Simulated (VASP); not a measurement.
# PbF2 (Fm-3m) in VASP: a series of runs

Runs on PbF2. Level: LDA. Tasks: single point.

Everything below comes from runs of VASP 6.6.1. Logs are shortened: lines on timing, memory, paths and dates and some standing lists are left out, and cuts for length are marked.

### 1 The cell of the first run

Symmetry: Fm-3m, No. 225, cubic system. Conventional cell: a = 5.959 Å, b = 5.959 Å, c = 5.959 Å, α = 90.00°, β = 90.00°, γ = 90.00°. Within 3.4 Å of Pb (site symmetry m-3m) lie 8 F at 2.58 Å. F (site symmetry -43m) has 4 Pb at 2.58 Å and 6 F at 2.98 Å within 3.4 Å.

### 2 Single point, LDA (volume scaled by 1.01)

Contents of INCAR:

```
SYSTEM = PbF2
PREC = Accurate ; ENCUT = 520
EDIFF = 1E-7 ; ISMEAR = -1
SIGMA = 0.03 ; LREAL = .False.
LASPH = .True. ; NELM = 60
ALGO = Normal ; ISIF = 2
LWAVE = .False. ; LCHARG = .True.
LELF = .True. ; LVHAR = .True.
NBANDS = 21
```

Contents of KPOINTS:

```
regular mesh
0
Gamma
  7 7 7
  0 0 0
```

Contents of POSCAR:

```
PbF2
1.0
    0.0000000000      2.9797166838      2.9797166838
    2.9797166838      0.0000000000      2.9797166838
    2.9797166838      2.9797166838      0.0000000000
Pb F
1 2
Direct
    0.0000000000      0.0000000000      0.0000000000
    0.2500000000      0.2500000000      0.2500000000
    0.7500000000      0.7500000000      0.7500000000
```

Potentials or basis: VASP PAW LDA potentials, release 64 (Pb_d, F).

The run is started by

```sh
$ cat potpaw_LDA.64/Pb_d/POTCAR potpaw_LDA.64/F/POTCAR > POTCAR
$ mpirun -np 1 vasp_std > vasp.out
```

OUTCAR:

```text
SYSTEM = PbF2
   PREC = Accurate
   ENCUT = 520
   EDIFF = 1E-7
   ISMEAR = -1
   LREAL = .False.
   LASPH = .True.
   NELM = 60
   ISIF = 2

 ion  position               nearest neighbor table
   1  0.000  0.000  0.000-   3 2.58   3 2.58   2 2.58   3 2.58   2 2.58   2 2.58   3 2.58   2 2.58

   2  0.250  0.250  0.250-   1 2.58   1 2.58   1 2.58   1 2.58
   3  0.750  0.750  0.750-   1 2.58   1 2.58   1 2.58   1 2.58

  LATTYP: Found a face centered cubic cell.
 ALAT       =     5.9594333676

  Lattice vectors:

 A1 = (   0.0000000000,   2.9797166838,   2.9797166838)
 A2 = (   2.9797166838,   0.0000000000,   2.9797166838)
 A3 = (   2.9797166838,   2.9797166838,   0.0000000000)

Analysis of symmetry for initial positions (statically):
=====================================================================
 Subroutine PRICEL returns:
 Original cell was already a primitive cell.

 Routine SETGRP: Setting up the symmetry group for a
 face centered cubic supercell.

 Subroutine GETGRP returns: Found 48 space group operations
 (whereof 48 operations were pure point group operations)
 out of a pool of 48 trial point group operations.

The static configuration has the point symmetry O_h .

Analysis of symmetry for dynamics (positions and initial velocities):
=====================================================================
 Subroutine PRICEL returns:
 Original cell was already a primitive cell.

 Routine SETGRP: Setting up the symmetry group for a
 face centered cubic supercell.

 Subroutine GETGRP returns: Found 48 space group operations
 (whereof 48 operations were pure point group operations)
 out of a pool of 48 trial point group operations.

The dynamic configuration has the point symmetry O_h .

 Subroutine INISYM returns: Found 48 space group operations
 (whereof 48 operations are pure point group operations),
 and found     1 'primitive' translations

----------------------------------------------------------------------------------------

                                     Primitive cell

  volume of cell :      52.9121

  direct lattice vectors                    reciprocal lattice vectors
     0.000000000  2.979716684  2.979716684    -0.167801188  0.167801188  0.167801188
     2.979716684  0.000000000  2.979716684     0.167801188 -0.167801188  0.167801188
     2.979716684  2.979716684  0.000000000     0.167801188  0.167801188 -0.167801188

  length of vectors
     4.213955746  4.213955746  4.213955746     0.290640184  0.290640184  0.290640184

  position of ions in fractional coordinates (direct lattice)
     0.000000000  0.000000000  0.000000000
     0.250000000  0.250000000  0.250000000
     0.750000000  0.750000000  0.750000000

  ion indices of the primitive-cell ions
   primitive index   ion index
                 1           1
                 2           2
                 3           3

----------------------------------------------------------------------------------------

 KPOINTS: regular mesh

Automatic generation of k-mesh.
 Grid dimensions read from file:
 generate k-points for:    7    7    7

 Generating k-lattice:

  Cartesian coordinates                     Fractional coordinates (reciprocal lattice)
    -0.023971598  0.023971598  0.023971598     0.142857143  0.000000000  0.000000000
     0.023971598 -0.023971598  0.023971598     0.000000000  0.142857143  0.000000000
     0.023971598  0.023971598 -0.023971598     0.000000000  0.000000000  0.142857143

  Length of vectors
     0.041520026  0.041520026  0.041520026

  Shift w.r.t. Gamma in fractional coordinates (k-lattice)
     0.000000000  0.000000000  0.000000000

 Subroutine IBZKPT returns following result:
 ===========================================

 Found     20 irreducible k-points:

 Following reciprocal coordinates:
            Coordinates               Weight
  0.000000  0.000000  0.000000      1.000000
  0.142857  0.000000  0.000000      8.000000
  0.285714  0.000000  0.000000      8.000000
  0.428571  0.000000  0.000000      8.000000
  0.142857  0.142857  0.000000      6.000000
  0.285714  0.142857  0.000000     24.000000
[... 12 lines left out ...]
 -0.428571  0.428571  0.142857     24.000000
 -0.285714  0.428571  0.142857     24.000000
   k-points           NKPTS =     20   k-points in BZ     NKDIM =     20   number of bands    NBANDS=     21
   number of dos      NEDOS =    301   number of ions     NIONS =      3
   total plane-waves  NPLWV =  32768
   dimension x,y,z NGX =    32 NGY =   32 NGZ =   32
   dimension x,y,z NGXF=    64 NGYF=   64 NGZF=   64
   ions per type =               1   2
   NGX,Y,Z   is equivalent  to a cutoff of  12.62, 12.62, 12.62 a.u.
   NGXF,Y,Z  is equivalent  to a cutoff of  25.25, 25.25, 25.25 a.u.
 SYSTEM =  PbF2
   PREC   = accura    normal or accurate (medium, high low for compatibility)
   ISTART =      0    job   : 0-new  1-cont  2-samecut
   ICHARG =      2    charge: 1-file 2-atom 10-const
   ISPIN  =      1    spin polarized calculation?
   LNONCOLLINEAR =      F non collinear calculations
   LSORBIT =      F    spin-orbit coupling
   LASPH  =      T    aspherical Exc in radial PAW
   ENCUT  =  520.0 eV  38.22 Ry    6.18 a.u.   7.84  7.84  7.84*2*pi/ulx,y,z
   NELM   =     60;   NELMIN=  2; NELMDL= -5     # of ELM steps
   EDIFF  = 0.1E-06   stopping-criterion for ELM
   LREAL  =      F    real-space projection
   EDIFFG = 0.1E-05   stopping-criterion for IOM
   NSW    =      0    number of steps for IOM
   IBRION =     -1    ionic relax: 0-MD 1-quasi-New 2-CG
   NFREE  =      0    steps in history (QN), initial steepest desc. (CG)
   ISIF   =      2    stress and relaxation
   ISYM   =      2    0-nonsym 1-usesym 2-fastsym
   POTIM  = 0.5000    time-step for ionic-motion
   TEBEG  =    0.0;   TEEND  =   0.0 temperature during run
   PSTRESS=    0.0 pullay stress
   NELECT =      28.0000    total number of electrons
   NUPDOWN=      -1.0000    fix difference up-down
   EMIN   =  10.00;   EMAX   =-10.00  energy-range for DOS
   EFERMI =   0.00;   METHOD = LEGACY
   ISMEAR =    -1;   SIGMA  =   0.03  broadening in eV -4-tet -1-fermi 0-gaus
   EFERMI_NEDOS =   21; number of points for ismear=-14 and -15
   IALGO  =     38    algorithm
   IMIX   =      4    mixing-type and parameters
     AMIX     =   0.40;   BMIX     =  1.00
     AMIX_MAG =   1.60;   BMIX_MAG =  1.00
  volume/ion in A,a.u.               =      17.64       119.02
  Fermi-wavevector in a.u.,A,eV,Ry     =   1.324166  2.502312 23.856679  1.753416
  Thomas-Fermi vector in A             =   2.453721
   LORBIT       =      0    0 simple, 1 ext, 2 COOP (PROOUT), +10 PAW based schemes
   GGA     = CA    functional components
   LHFCALC =     F    Hartree Fock is set to
   AEXX    =    0.0000 exact exchange contribution
   IVDW    =     0    specifies the selected vdW correction
   LEPSILON=     F    determine dielectric tensor
   LRPA    =     F    only Hartree local field effects (RPA)
 non-spin polarized calculation
  energy-cutoff  :      520.00
  volume of cell :       52.91
 maximum number of plane-waves:      1436
   NGX = 15   NGY = 15   NGZ = 15

 number of electron      28.0000018 magnetization

 Free energy of the ion-electron system (eV)
  ---------------------------------------------------
  ext. energy  EPLUGINS =         0.00000000
  ---------------------------------------------------
  free energy    TOTEN  =       -15.89025545 eV

  energy without entropy =      -15.89025545  energy(sigma->0) =      -15.89025545

 E-fermi :   2.0525     XC(G=0):  -9.9845

 val. band max:        1.2970652390   @ k =  -0.2857   0.4286   0.1429
 cond. band min:       5.5574172322   @ k =   0.4286   0.4286   0.0000
 fundamental gap:      4.2603519932
 Fermi energy:         2.0525281814

 k-point     1 :       0.0000    0.0000    0.0000
  band No.  band energies     occupation
      1     -19.2685      2.00000
      2     -18.6257      2.00000
      3     -13.0112      2.00000
      4     -13.0112      2.00000
      5     -13.0112      2.00000
      6     -12.9457      2.00000
[... 13 lines left out ...]
     20      16.1021      0.00000
     21      18.3973      0.00000

 k-point     2 :       0.1429    0.0000    0.0000
  band No.  band energies     occupation
      1     -19.2280      2.00000
      2     -18.6632      2.00000
      3     -13.0033      2.00000
      4     -13.0033      2.00000
      5     -12.9693      2.00000
      6     -12.9456      2.00000
[... 13 lines left out ...]
     20      15.5845      0.00000
     21      17.6634      0.00000

 k-point     3 :       0.2857    0.0000    0.0000
  band No.  band energies     occupation
      1     -19.1261      2.00000
      2     -18.7546      2.00000
      3     -12.9926      2.00000
      4     -12.9926      2.00000
      5     -12.9382      2.00000
      6     -12.9382      2.00000
[... 13 lines left out ...]
     20      14.9840      0.00000
     21      16.2743      0.00000

 k-point     4 :       0.4286    0.0000    0.0000
  band No.  band energies     occupation
      1     -19.0072      2.00000
      2     -18.8620      2.00000
      3     -12.9912      2.00000
      4     -12.9912      2.00000
      5     -12.9247      2.00000
      6     -12.9247      2.00000
[... 13 lines left out ...]
     20      14.7181      0.00000
     21      15.3360      0.00000

 k-point     5 :       0.1429    0.1429    0.0000
  band No.  band energies     occupation
      1     -19.2156      2.00000
      2     -18.6741      2.00000
      3     -12.9954      2.00000
      4     -12.9954      2.00000
      5     -12.9641      2.00000
      6     -12.9517      2.00000
[... 13 lines left out ...]
     20      16.2909      0.00000
     21      17.6775      0.00000
[... 286 lines left out ...]
     20      16.8293      0.00000
     21      16.9634      0.00000

 k-point    18 :      -0.4286    0.2857    0.1429
  band No.  band energies     occupation
      1     -18.9725      2.00000
      2     -18.8848      2.00000
      3     -12.9665      2.00000
      4     -12.9579      2.00000
      5     -12.9317      2.00000
      6     -12.8939      2.00000
[... 13 lines left out ...]
     20      17.2356      0.00000
     21      17.5346      0.00000

 k-point    19 :      -0.4286    0.4286    0.1429
  band No.  band energies     occupation
      1     -18.9706      2.00000
      2     -18.8803      2.00000
      3     -12.9722      2.00000
      4     -12.9322      2.00000
      5     -12.9300      2.00000
      6     -12.9009      2.00000
[... 13 lines left out ...]
     20      16.2058      0.00000
     21      17.8305      0.00000

 k-point    20 :      -0.2857    0.4286    0.1429
  band No.  band energies     occupation
      1     -18.9283      2.00000
      2     -18.9214      2.00000
      3     -12.9665      2.00000
      4     -12.9365      2.00000
      5     -12.9314      2.00000
      6     -12.8640      2.00000
[... 13 lines left out ...]
     20      17.0136      0.00000
     21      17.4796      0.00000

------------------------ aborting loop because EDIFF is reached ----------------------------------------

  FORCE on cell =-STRESS in cart. coord.  units (eV):
  Direction    XX          YY          ZZ          XY          YZ          ZX
  --------------------------------------------------------------------------------------
  -------------------------------------------------------------------------------------
  Total       -1.8339377     -1.8339377     -1.8339377     -0.0000000      0.0000000     -0.0000000
  in kB      -55.5316072    -55.5316072    -55.5316072     -0.0000000      0.0000000     -0.0000000
  external PRESSURE =     -55.5316072 kB  Pullay stress =       0.0000000 kB

 VOLUME and BASIS-vectors are now :
 -----------------------------------------------------------------------------
  energy-cutoff  :      520.00
  volume of cell :       52.91
      direct lattice vectors                 reciprocal lattice vectors
     0.000000000  2.979716684  2.979716684    -0.167801188  0.167801188  0.167801188
     2.979716684  0.000000000  2.979716684     0.167801188 -0.167801188  0.167801188
     2.979716684  2.979716684  0.000000000     0.167801188  0.167801188 -0.167801188

 POSITION                                       TOTAL-FORCE (eV/Angst)
 -----------------------------------------------------------------------------------
      0.00000      0.00000      0.00000        -0.000000      0.000000     -0.000000
      1.48986      1.48986      1.48986         0.000000      0.000000      0.000000
      4.46958      4.46958      4.46958        -0.000000     -0.000000     -0.000000
 -----------------------------------------------------------------------------------
    total drift:                                0.000000     -0.000000      0.000000

  FREE ENERGIE OF THE ION-ELECTRON SYSTEM (eV)
  ---------------------------------------------------
  free  energy   TOTEN  =       -15.8902554469 eV

  energy  without entropy=      -15.8902554469  energy(sigma->0) =      -15.89025545
```

Wall time 11 s (1 thread of AMD EPYC 9R45 (Zen 5), shared host); peak memory 0.13 GiB.

Results:

```
Free energy            : -15.8903 eV
Pressure               : -5.6 GPa
Band gap on the k mesh : 4.26 eV, indirect (least direct gap 4.48 eV)
```

Caveat: spin-orbit coupling is left out, which moves the levels of the heavy elements. A k mesh can miss the band edges.

### 3 Single point, LDA (volume scaled by 1.04)

Contents of INCAR:

```
SYSTEM = PbF2
PREC = Accurate
ENCUT = 520
EDIFF = 1E-6
ISMEAR = -1
SIGMA = 0.03
LREAL = .False.
LASPH = .True.
NELM = 80
ALGO = Normal
ISIF = 2
LWAVE = .False.
LCHARG = .False.
GGA = CA
NBANDS = 21
```

KPOINTS is that of step 2.

Contents of POSCAR:

```
PbF2
1.0
    0.0000000000      3.0089314554      3.0089314554
    3.0089314554      0.0000000000      3.0089314554
    3.0089314554      3.0089314554      0.0000000000
Pb F
1 2
Direct
    0.0000000000      0.0000000000      0.0000000000
    0.2500000000      0.2500000000      0.2500000000
    0.7500000000      0.7500000000      0.7500000000
```

Potentials or basis: VASP PAW LDA potentials, release 64 (Pb_d, F).

The run is started by

```sh
$ cat potpaw_LDA.64/Pb_d/POTCAR potpaw_LDA.64/F/POTCAR > POTCAR
$ mpirun -np 1 vasp_std > vasp.out
```

OUTCAR:

```text
SYSTEM = PbF2
   PREC = Accurate
   ENCUT = 520
   EDIFF = 1E-6
   ISMEAR = -1
   LREAL = .False.
   LASPH = .True.
   NELM = 80
   ISIF = 2
   GGA = CA

 ion  position               nearest neighbor table
   1  0.000  0.000  0.000-   3 2.61   3 2.61   3 2.61   2 2.61   3 2.61   2 2.61   2 2.61   2 2.61

   2  0.250  0.250  0.250-   1 2.61   1 2.61   1 2.61   1 2.61
   3  0.750  0.750  0.750-   1 2.61   1 2.61   1 2.61   1 2.61

  LATTYP: Found a face centered cubic cell.
 ALAT       =     6.0178629108

  Lattice vectors:

 A1 = (   0.0000000000,   3.0089314554,   3.0089314554)
 A2 = (   3.0089314554,   0.0000000000,   3.0089314554)
 A3 = (   3.0089314554,   3.0089314554,   0.0000000000)

Analysis of symmetry for initial positions (statically):
=====================================================================
 Subroutine PRICEL returns:
 Original cell was already a primitive cell.

 Routine SETGRP: Setting up the symmetry group for a
 face centered cubic supercell.

 Subroutine GETGRP returns: Found 48 space group operations
 (whereof 48 operations were pure point group operations)
 out of a pool of 48 trial point group operations.

[... 156 lines left out ...]
  energy without entropy =      -15.83027367  energy(sigma->0) =      -15.83027367

 E-fermi :   1.6930     XC(G=0):  -9.8403

 val. band max:        0.9522705076   @ k =  -0.2857   0.4286   0.1429
 cond. band min:       5.2145172986   @ k =   0.4286   0.4286   0.0000
 fundamental gap:      4.2622467910
 Fermi energy:         1.6930030294

 k-point     1 :       0.0000    0.0000    0.0000
  band No.  band energies     occupation
      1     -19.3859      2.00000
      2     -18.7955      2.00000
      3     -13.3314      2.00000
      4     -13.3314      2.00000
      5     -13.3314      2.00000
      6     -13.2780      2.00000
[... 469 lines left out ...]
     20      16.5469      0.00000
     21      17.0571      0.00000

------------------------ aborting loop because EDIFF is reached ----------------------------------------

  FORCE on cell =-STRESS in cart. coord.  units (eV):
  Direction    XX          YY          ZZ          XY          YZ          ZX
  --------------------------------------------------------------------------------------
  -------------------------------------------------------------------------------------
  Total       -2.4474801     -2.4474801     -2.4474801      0.0000000      0.0000000      0.0000000
  in kB      -71.9718839    -71.9718839    -71.9718839      0.0000000      0.0000000      0.0000000
  external PRESSURE =     -71.9718839 kB  Pullay stress =       0.0000000 kB

 VOLUME and BASIS-vectors are now :
 -----------------------------------------------------------------------------
  energy-cutoff  :      520.00
  volume of cell :       54.48
      direct lattice vectors                 reciprocal lattice vectors
     0.000000000  3.008931455  3.008931455    -0.166171948  0.166171948  0.166171948
     3.008931455  0.000000000  3.008931455     0.166171948 -0.166171948  0.166171948
     3.008931455  3.008931455  0.000000000     0.166171948  0.166171948 -0.166171948

 POSITION                                       TOTAL-FORCE (eV/Angst)
 -----------------------------------------------------------------------------------
      0.00000      0.00000      0.00000        -0.000000      0.000000     -0.000000
      1.50447      1.50447      1.50447        -0.000000     -0.000000     -0.000000
      4.51340      4.51340      4.51340         0.000000     -0.000000      0.000000
 -----------------------------------------------------------------------------------
    total drift:                                0.000000     -0.000000      0.000000

  FREE ENERGIE OF THE ION-ELECTRON SYSTEM (eV)
  ---------------------------------------------------
  free  energy   TOTEN  =       -15.8302736676 eV

  energy  without entropy=      -15.8302736676  energy(sigma->0) =      -15.83027367
```

stdout:

```text
POSCAR found type information on POSCAR PbF
 POSCAR found :  2 types and       3 ions
 scaLAPACK will be used
 LDA part: xc-table for (Slater(with rela. corr.)+CA(PZ))
 , standard interpolation
 POSCAR, INCAR and KPOINTS ok, starting setup
 FFT: planning ... GRIDC
 FFT: planning ... GRID_SOFT
 FFT: planning ... GRID
 WAVECAR not read
 entering main loop
```

Run time: 9.5 s. Hardware: 1 thread of AMD EPYC 9R45 (Zen 5), shared host; peak memory 0.13 GiB.

What came out:

| Quantity | Value |
| --- | --- |
| Free energy | -15.8303 eV |
| Pressure | -7.2 GPa |
| Band gap on the k mesh | 4.26 eV, indirect (least direct gap 4.48 eV) |

Caveat: spin-orbit coupling is left out, which moves the levels of the heavy elements.

(Continued in part 2 of 2.)
